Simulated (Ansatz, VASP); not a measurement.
**TaC: VASP beside Ansatz**

The input INCAR:

```
SYSTEM = TaC
ALGO = Normal ; EDIFF = 1E-6
ENCUT = 600 ; GGA_COMPAT = .FALSE.
ISIF = 2 ; ISMEAR = 0
LASPH = .TRUE. ; LCHARG = .FALSE.
LREAL = .FALSE. ; LWAVE = .FALSE.
NBANDS = 14 ; NELM = 120
PREC = Accurate ; SIGMA = 0.1
```

Contents of KPOINTS:

```
k-points
0
G
  8 8 8
  0 0 0
```

Contents of POSCAR:

```
TaC
1.0
    0.0000000000      2.2270000000      2.2270000000
    2.2270000000      0.0000000000      2.2270000000
    2.2270000000      2.2270000000      0.0000000000
Ta C
1 1
Direct
    0.0000000000      0.0000000000      0.0000000000
    0.5000000000      0.5000000000      0.5000000000
```

Input for Ansatz:

```yaml
crystal:
  lattice:
    - [0.0, 2.227, 2.227]
    - [2.227, 0.0, 2.227]
    - [2.227, 2.227, 0.0]
  atoms:
    - { symbol: Ta, position: [0.0, 0.0, 0.0] }
    - { symbol: C, position: [0.5, 0.5, 0.5] }
basis:
  ecutwfc: 420
kpoints:
  mp_grid: { grid: [8, 8, 8] }
hamiltonian:
  xc: lda
scf:
  occupations: { method: gaussian, width: 0.1 }
output:
  forces: true
  stress: true
  eigenvalues: true
```

Alike in both runs: task single point; functional LDA; k mesh 8 × 8 × 8; occupations gaussian, width 0.1 eV; no spin polarisation.

```csv
,VASP,Ansatz
version,VASP 6.6.1,Ansatz 0.2.0
potentials or method,"VASP PAW LDA potentials, release 64 (Ta_pv, C), cutoff 600 eV","scalar-relativistic, plane waves, PAW"
valence electrons in the cell,15,17
```

Ansatz gave:

- gap on the k mesh at the Fermi level (eV): none
- pressure (GPa): -9.2

Q: Estimate VASP's values.

A: gap on the k mesh at the Fermi level (eV): none; pressure (GPa): -7.6.

LDA's correlation is that of Perdew and Zunger in VASP and of Perdew and Wang (1992) in Ansatz. A gap of «none» marks a metal or a gap that the smearing closes. VASP's potentials hold 15 valence electrons a cell and Ansatz's 17, so a difference there can come from the potentials and not from the codes.

Spin-orbit coupling is off throughout.
